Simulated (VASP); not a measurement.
Runs of VASP 6.6.1 on MgO (Periclase). The structure is cubic, space group Fm-3m (No. 225). The conventional cell has a = 4.204 Å, b = 4.204 Å, c = 4.204 Å, α = 90.00°, β = 90.00°, γ = 90.00°. Within 2.8 Å of Mg (site symmetry m-3m) lie 6 O at 2.10 Å. Within 2.8 Å of O (site symmetry m-3m) lie 6 Mg at 2.10 Å. 

| task | level | potentials or basis | k mesh | cutoff (eV) | smearing | grid for exact exchange (PRECFOCK) | GW scheme | GW iterations | cutoff of the response function | frequency points | gap on the mesh (eV) | pressure (GPa) |
| --- | --- | --- | --- | --- | --- | --- | --- | --- | --- | --- | --- | --- |
| single point | PBE0 | VASP PAW PBE potentials, release 64 (Mg, O) | 6 × 6 × 6 | 520 | gaussian 0.01 eV | Normal | - | - | - | - | 7.26 | -0.6 |
| single point | r2SCAN+rVV10 | VASP PAW PBE potentials, release 64 (Mg, O) | 8 × 8 × 8 | 660 | gaussian 0.01 eV | - | - | - | - | - | (b) | (c) |
| single point | LDA | VASP PAW LDA potentials, release 64 (Mg, O) | 8 × 8 × 8 | 600 | gaussian 0.01 eV | - | - | - | - | - | 4.71 | (a) |
| single point | r2SCAN | VASP PAW PBE potentials, release 64 (Mg, O) | 8 × 8 × 8 | 660 | fermi-dirac 0.5 eV | - | - | - | - | - | 5.67 | -1.4 |
| single point | r2SCAN | VASP PAW PBE potentials, release 64 (Mg, O) | 8 × 8 × 8 | 660 | gaussian 0.2 eV | - | - | - | - | - | 5.66 | -1.4 |
| single point | LDA | VASP PAW LDA potentials, release 64 (Mg, O) | 4 × 4 × 4 | 600 | gaussian 0.01 eV | - | - | - | - | - | 4.70 | -7.1 |
| single point | r2SCAN | VASP PAW PBE potentials, release 64 (Mg, O) | 8 × 8 × 8 | 660 | methfessel-paxton 0.001 eV | - | - | - | - | - | 5.66 | -1.4 |

Alike in all rows: no spin polarisation; cell a = 2.973 Å, angles 60.0°, 2 atoms.

**Question.** Fill in the values left out.

**Answer.** (a) -7.2; (b) 5.62; (c) -2.4.

Caveats: some runs use coarse meshes; the PAW data sets were made with another functional, which shifts forces and pressure a little (some runs).

